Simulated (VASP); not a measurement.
A run of VASP 6.6.1:

Contents of INCAR:

```
SYSTEM = NbRu
PREC = Accurate
ENCUT = 500
EDIFF = 1E-6
ISMEAR = -1
SIGMA = 0.1
LREAL = .False.
LASPH = .True.
NELM = 120
ALGO = Normal
ISIF = 2
LWAVE = .False.
LCHARG = .True.
GGA = PS
LELF = .True.
LVHAR = .True.
NBANDS = 20
GGA_COMPAT = .False.
```

The input KPOINTS:

```
Automatic mesh
0
Gamma
  6 6 6
  0 0 0
```

File POSCAR:

```
NbRu
1.0
    3.2127540000      0.0000000000      0.0000000000
    0.0000000000      3.2127540000      0.0000000000
    0.0000000000      0.0000000000      3.2127540000
Ru Nb
1 1
Direct
    0.5000000000      0.5000000000      0.5000000000
    0.0000000000      0.0000000000      0.0000000000
```

Potentials or basis: VASP PAW PBE potentials, release 64 (Ru_pv, Nb_sv).

Run with:

```sh
$ cat potpaw_PBE.64/Ru_pv/POTCAR potpaw_PBE.64/Nb_sv/POTCAR > POTCAR
$ mpirun -np 1 vasp_std > vasp.out
```

Hardware: 1 thread of Intel Xeon 8259CL (shared host).

Task: Estimate the wall time of this run.

Result: Run time: 17 s on 1 thread of Intel Xeon 8259CL, on a shared host, peak memory 0.14 GiB. Counts: scf iterations 13, k points 20.
